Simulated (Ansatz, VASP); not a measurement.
## CoSi2: VASP beside Ansatz

File INCAR:

```
SYSTEM = CoSi2
PREC = Accurate ; ENCUT = 520
EDIFF = 1E-6 ; ISMEAR = -1
SIGMA = 0.08 ; LREAL = .FALSE.
LASPH = .TRUE. ; NELM = 60
ALGO = Normal ; ISIF = 2
LWAVE = .FALSE. ; LCHARG = .TRUE.
GGA = PE ; LELF = .TRUE.
LVHAR = .TRUE. ; NBANDS = 16
```

Contents of KPOINTS:

```
Automatic mesh
0
G
  10 10 8
  0 0 0
```

Contents of POSCAR:

```
CoSi2
1.0
    3.9740765706      0.0000000000      0.0000000000
   -1.9870382853      3.4416512668      0.0000000000
    0.0000000000      0.0000000000      2.4211841530
Co Si
1 2
Direct
    0.0000000000      0.0000000000      0.0000000000
    0.3333333333      0.6666666667      0.5000000000
    0.6666666667      0.3333333333      0.5000000000
```

Input for Ansatz:

```yaml
crystal:
  lattice:
    - [3.9740765706, 0.0, 0.0]
    - [-1.9870382853, 3.4416512668, 0.0]
    - [0.0, 0.0, 2.421184153]
  atoms:
    - { symbol: Co, position: [0.0, 0.0, 0.0] }
    - { symbol: Si, position: [0.3333333333, 0.6666666667, 0.5] }
    - { symbol: Si, position: [0.6666666667, 0.3333333333, 0.5] }
kpoints:
  mp_grid: { grid: [10, 10, 8] }
scf:
  occupations: { method: fermi_dirac, width: 0.08 }
hamiltonian:
  xc: pbe
  pseudopotentials: { kind: all_electron, lapw: { basis_error: 0.001 } }
output:
  forces: true
  stress: true
  eigenvalues: true
  populations: true
```

Change from the starting cell: volume scaled by 0.88, LAPW.

Alike in both runs: task single point; functional PBE; k mesh 10 × 10 × 8; occupations fermi-dirac, width 0.08 eV; no spin polarisation.

```csv
,VASP,Ansatz
version,VASP 6.6.1,Ansatz 0.2.0
potentials or method,"VASP PAW PBE potentials, release 64 (Co, Si), cutoff 520 eV","all-electron LAPW, scalar-relativistic"
```

VASP gave:

- pressure (GPa): 24.8

Question: What did Ansatz give for the same quantities?

Answer: Pressure (GPa): 24.9.

Ansatz ran all-electron here, and VASP with PAW potentials.
